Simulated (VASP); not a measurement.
Wanted: the native input for a VASP 6.6.1 run.

* Task: relaxation of volume and atoms at fixed shape
* Functional: PBEsol
* Potentials or basis: VASP PAW PBE potentials, release 64 (Nb_sv)
* Cutoff: 500 eV
* k mesh: 9 × 9 × 9
* Occupations: gaussian, width 0.1 eV
* Spin: no spin polarisation
* Dipole correction: no
* Further INCAR settings: ALGO = Normal; EDIFF = 1e-07; IBRION = 2; EDIFFG = -0.02; NSW = 80; ISIF = 8

The structure of Nb lies in POSCAR:

```
Nb
1.0
   -1.6650000000      1.6650000000      1.6650000000
    1.6650000000     -1.6650000000      1.6650000000
    1.6650000000      1.6650000000     -1.6650000000
Nb
1
Direct
    0.0000000000      0.0000000000      0.0000000000
```

The input as run:

INCAR

```
ALGO = Normal
EDIFF = 1E-7
EDIFFG = -0.02
ENCUT = 500
GGA = PS
GGA_COMPAT = F
IBRION = 2
ISIF = 8
ISMEAR = 0
LASPH = T
LCHARG = F
LREAL = F
LWAVE = F
NELM = 120
NELMIN = 4
NSW = 80
PREC = Accurate
SIGMA = 0.1
```

KPOINTS

```
k-points
0
Gamma
  9 9 9
```

Potentials or basis: VASP PAW PBE potentials, release 64 (Nb_sv).

Command:

```sh
$ cat potpaw_PBE.64/Nb_sv/POTCAR > POTCAR
$ mpirun -np 1 vasp_std > vasp.out
```

Results of the run:

* Relaxed volume: 17.45 Å³/atom
* Relaxed cell: a = 2.830 Å, b = 2.830 Å, c = 2.830 Å, α = 109.47°, β = 109.47°, γ = 109.47°
* Space group after relaxing (to 0.1 Å): Im-3m (No. 229)
* Energy gained by relaxing: 31.0 meV/atom
* Ionic steps: 4
* Pressure after relaxing: 0.0 GPa
* Band gap on the k mesh: zero (an odd number of electrons rules out a gap without spin polarisation)

Caveat: the PAW data sets were made with another functional, which shifts forces and pressure a little.

Wall time 9.7 s on 1 thread of Intel(R) Xeon(R) 6975P-C (Granite Rapids) (shared host), peak memory 0.14 GiB.
